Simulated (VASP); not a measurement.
A run of VASP 6.6.1 is set up as follows.

File INCAR:

```
SYSTEM = Ca
  PREC = Accurate
  ENCUT = 500
  EDIFF = 1E-6
  ISMEAR = -1
  SIGMA = 0.025
  LREAL = .False.
  LASPH = .True.
  NELM = 120
  ALGO = Normal
  ISIF = 2
  LWAVE = .False.
  LCHARG = .True.
  GGA = LIBXC
  LIBXC1 = GGA_X_PBE
  LIBXC2 = GGA_C_LYP
  LELF = .True.
  LVHAR = .True.
  NBANDS = 11
  GGA_COMPAT = .False.
```

Contents of KPOINTS:

```
Automatic mesh
0
Gamma
  8 8 8
  0 0 0
```

The input POSCAR:

```
Ca
1.0
   -2.3468246000      2.3468246000      2.3468246000
    2.3468246000     -2.3468246000      2.3468246000
    2.3468246000      2.3468246000     -2.3468246000
Ca
1
Direct
    0.0000000000      0.0000000000      0.0000000000
```

Potentials or basis: VASP PAW PBE potentials, release 64 (Ca_sv).

Launch:

```sh
$ cat potpaw_PBE.64/Ca_sv/POTCAR > POTCAR
$ mpirun -np 1 vasp_std > vasp.out
```

Q: What does it give for the band gap on the k mesh?

A: Zero (bands 5 and 6 overlap by 0.36 eV).

Q: Estimate the pressure.

A: -2.3 GPa.

Caveat: the PAW data sets were made with another functional, which shifts forces and pressure a little.
